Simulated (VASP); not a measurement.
Set up this calculation in VASP 6.6.1, as the native input.

```
Task                   : single point
Functional             : PBE
Potentials or basis    : VASP PAW PBE potentials, release 64 (Mo_sv)
Cutoff                 : 520 eV
k mesh                 : 10 × 10 × 1
Occupations            : fermi-dirac, width 0.1 eV
Spin                   : no spin polarisation
Dipole correction      : yes
Further INCAR settings : ALGO = Normal; EDIFF = 1e-07; NBANDS = 43
```

The structure of Mo lies in POSCAR:

```
Mo
1.0
    4.4701026757      0.0000000000      0.0000000000
   -2.2350513378      3.8712224747      0.0000000000
    0.0000000000      0.0000000000     19.6498000000
Mo
5
Direct
    0.8333333330      0.1666666670      0.4071282266
    0.1666666670      0.8333333330      0.4535641131
    0.5000000000      0.5000000000      0.5000000000
    0.8333333330      0.1666666670      0.5464358869
    0.1666666670      0.8333333330      0.5928717734
```

The input as run:

INCAR

```
PREC = Accurate
ENCUT = 520
EDIFF = 1E-7
ISMEAR = -1
SIGMA = 0.1
LREAL = False
LASPH = True
NELM = 60
ALGO = Normal
ISIF = 2
LWAVE = False
LCHARG = False
LDIPOL = True
IDIPOL = 3
DIPOL = 0.5 0.5 0.500
GGA = PE
NBANDS = 43
```

KPOINTS

```
regular mesh
0
Gamma
  10 10 1
```

Potentials or basis: VASP PAW PBE potentials, release 64 (Mo_sv).

Command:

```bash
$ cat potpaw_PBE.64/Mo_sv/POTCAR > POTCAR
$ mpirun -np 1 vasp_std > vasp.out
```

It gave:

```yaml
Largest_force: 2.654 eV/Å
```

Wall time 13 min on 1 thread of AMD EPYC 7R43 64-Core Processor (Zen 3) (shared host), peak memory 0.47 GiB.
